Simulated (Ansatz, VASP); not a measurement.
Y2LuN3 in VASP and in Ansatz

```
Y Lu N
1.0
     3.56564    0.00000    0.00000
     0.00000    3.56564    0.00000
     0.00000    0.00000    7.85518
Y Lu N
2 1 3
Direct
  0.00000 0.50000 0.73761
  0.50000 0.00000 0.26239
  0.00000 0.00000 0.00000
  0.50000 0.50000 0.00000
  0.00000 0.50000 0.37863
  0.50000 0.00000 0.62137
```

Change from the starting cell: species swapped into the Zr2CuSb3 type (P-4m2, No. 115).

Alike in both runs: task relaxation of cell and atoms; functional PBE; k mesh 6 × 6 × 2; occupations gaussian, width 0.1 eV; no spin polarisation.

|  | VASP | Ansatz |
| --- | --- | --- |
| version | VASP 6.6.1 | Ansatz 0.2.0 |
| potentials or method | VASP PAW PBE potentials, release 64 (Y_sv, Lu, N), cutoff 600 eV | scalar-relativistic, plane waves, PAW |
| valence electrons in the cell | 62 | 62 |

Ansatz gave:

- gap on the k mesh at the Fermi level, each at its own relaxed structure (eV): none
- relaxed volume (Å³/atom): 17.11
- relaxed cell length with the largest relative difference (Å): 9.273

**Question.** What did VASP give for the same quantities?

**Answer.** gap on the k mesh at the Fermi level, each at its own relaxed structure (eV): none; relaxed volume (Å³/atom): 16.92; relaxed cell length with the largest relative difference (Å): 9.149.

A gap of «none» marks a metal or a gap that the smearing closes.

The k mesh is coarse, so the values compare programs but aren't converged. Neither program's run includes spin-orbit coupling.
